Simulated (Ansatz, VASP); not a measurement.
## One calculation of PdPtSe4, two programs

```
CELL_PARAMETERS angstrom
3.79321 0.00000 0.00000
-1.89660 3.28501 0.00000
0.00000 0.00000 10.30540
ATOMIC_POSITIONS crystal
Pd 0.00000 0.00000 0.50000
Pt 0.00000 0.00000 0.00000
Se 0.33333 0.66667 0.12518
Se 0.33333 0.66667 0.62470
Se 0.66667 0.33333 0.37530
Se 0.66667 0.33333 0.87482
```

Alike in both runs: functional PBE; k mesh 12 × 12 × 4; occupations gaussian, width 0.1 eV; no spin polarisation.

Ansatz relaxed the structure, and its values are those at the end. VASP's run is a single point on that final structure, the one shown.

```csv
,VASP,Ansatz
version,VASP 6.6.1,Ansatz 0.2.0
potentials or method,"VASP PAW PBE potentials, release 64 (Pd, Pt, Se), cutoff 520 eV","scalar-relativistic, plane waves, PAW"
valence electrons in the cell,44,100
```

Ansatz gave:

```
gap on the k mesh at the Fermi level (eV) : none
pressure (GPa)                            : 0.0
rms of the force components (eV/Å)        : 0.002
```

Estimate VASP's values.

gap on the k mesh at the Fermi level (eV): none; pressure (GPa): 0.0; rms of the force components (eV/Å): 0.004.

A gap of «none» marks a metal or a gap that the smearing closes. VASP's potentials hold 44 valence electrons a cell and Ansatz's 100, so a difference there can come from the potentials and not from the codes.

Neither program's run includes spin-orbit coupling.
